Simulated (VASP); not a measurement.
Set up this calculation in VASP 6.6.1, as the native input.

| Property | Result |
| --- | --- |
| Task | single point |
| Functional | r2SCAN |
| Potentials or basis | VASP PAW PBE potentials, release 64 (B_h, N_h) |
| Cutoff | 1460 eV |
| k mesh | 12 × 12 × 12 |
| Occupations | gaussian, width 0.01 eV |
| Spin | no spin polarisation |
| Dipole correction | no |
| Further INCAR settings | ALGO = Normal; EDIFF = 1e-06; NBANDS = 11 |

BN:

```
B N
1.0
     0.00000    1.76873    1.82016
     1.76873    0.00000    1.82016
     1.76873    1.76873    0.00000
B N
1 1
Direct
  0.00000 0.00000 0.00000
  0.25000 0.25000 0.25000
```

This cell differs from its parent crystal: epitaxial xy strain -2.0%.

These files were run (other wordings do the same):

POSCAR

```
BN
1.0
    0.0000000000      1.7687289557      1.8201559063
    1.7687289557      0.0000000000      1.8201559063
    1.7687289557      1.7687289557      0.0000000000
B N
1 1
Direct
    0.0000000000      0.0000000000      0.0000000000
    0.2500000000      0.2500000000      0.2500000000
```

INCAR.step1

```
SYSTEM = BN
PREC = Accurate
ENCUT = 1460
ISMEAR = 0
SIGMA = 0.01
LREAL = .False.
LASPH = .True.
NELM = 120
NBANDS = 11
GGA = PE
ALGO = Normal
EDIFF = 1E-5
LWAVE = .True.
LCHARG = .False.
GGA_COMPAT = .False.
```

INCAR.step2

```
SYSTEM = BN
PREC = Accurate
ENCUT = 1460
EDIFF = 1E-6
ISMEAR = 0
SIGMA = 0.01
LREAL = .False.
LASPH = .True.
NELM = 120
ALGO = Normal
ISIF = 2
LWAVE = .False.
LCHARG = .False.
METAGGA = R2SCAN
LMIXTAU = .True.
NBANDS = 11
ISTART = 1
GGA_COMPAT = .False.
```

KPOINTS

```
Automatic mesh
0
Gamma
  12 12 12
  0 0 0
```

Potentials or basis: VASP PAW PBE potentials, release 64 (B_h, N_h).

Run with:

```console
$ cat potpaw_PBE.64/B_h/POTCAR potpaw_PBE.64/N_h/POTCAR > POTCAR
$ cp INCAR.step1 INCAR
$ mpirun -np 1 vasp_std > vasp.out
$ cp INCAR.step2 INCAR
$ mpirun -np 1 vasp_std > vasp.out
```

It gave:

| Quantity | Value |
| --- | --- |
| Pressure | 12.8 GPa |
| Band gap on the k mesh | 4.76 eV (least direct gap 9.57 eV) |

Caveat: the cell differs from its parent crystal (epitaxial xy strain -2.0%); the stress differs along the axes, from -1 to 19 GPa; the PAW data sets were made with another functional, which shifts forces and pressure a little.

It took 7.7 min on 1 thread of AMD EPYC 7571 (shared host), peak memory 0.21 GiB.
